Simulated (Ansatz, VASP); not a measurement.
**BeCd2S2 in VASP and in Ansatz**

```
Be Cd S
1.0
     3.72273    0.00000    0.00000
     0.00000    3.72273    0.00000
     0.00000    0.00000    6.99993
Be Cd S
1 2 2
Direct
  0.00000 0.00000 0.50000
  0.50000 0.50000 0.00000
  0.50000 0.50000 0.50000
  0.00000 0.00000 0.78016
  0.00000 0.00000 0.21984
```

Alike in both runs: functional PBE; k mesh 6 × 6 × 4; occupations gaussian, width 0.1 eV; no spin polarisation.

Ansatz relaxed the structure, and its values are those at the end. VASP's run is a single point on that final structure, the one shown.

|  | VASP | Ansatz |
| --- | --- | --- |
| version | VASP 6.6.1 | Ansatz 0.2.0 |
| potentials or method | VASP PAW PBE potentials, release 64 (Be, Cd, S), cutoff 600 eV | scalar-relativistic, plane waves, PAW |
| valence electrons in the cell | 38 | 54 |

|  | VASP | Ansatz | Ansatz less VASP |
| --- | --- | --- | --- |
| gap on the k mesh at the Fermi level (eV) | none | none | - |
| pressure (GPa) | 0.2 | 0.1 | -0.11 |
| rms of the force components (eV/Å) | 0.002 | 0.009 | +0.0064 |

A gap of «none» marks a metal or a gap that the smearing closes. The functional is the same, so the differences come from potentials, cutoffs and numerics. VASP's potentials hold 38 valence electrons a cell and Ansatz's 54, so a difference there can come from the potentials and not from the codes.
